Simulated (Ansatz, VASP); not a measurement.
NaF in VASP and in Ansatz

```
Na F
1.0
     2.36140    2.36140    0.00000
    -2.36140    2.36140    0.00000
     0.00000    2.36140    2.29399
Na F
1 1
Direct
  0.00000 0.00000 0.00000
  0.50000 0.50000 0.00000
```

Change from the starting cell: film at in-plane strain +0.02.

Alike in both runs: task single point; functional PBEsol; k mesh 8 × 8 × 8; no spin polarisation.

```csv
,VASP,Ansatz
version,VASP 6.6.1,Ansatz 0.2.0
potentials or method,"VASP PAW PBE potentials, release 64 (Na_pv, F), cutoff 520 eV","all-electron LAPW, scalar-relativistic"
occupations,"gaussian, width 0.01 eV",fixed
```

```tsv
	VASP	Ansatz	Ansatz less VASP
gap on the k mesh at the Fermi level (eV)	6.02	6.03	+0.011
pressure (GPa)	-1.4	-1.3	+0.12
traceless stress, the component that is largest in VASP (GPa)	1.42	1.36	-0.056
```

VASP's potentials were made for PBE, not for PBEsol. Ansatz ran all-electron here, and VASP with PAW potentials.
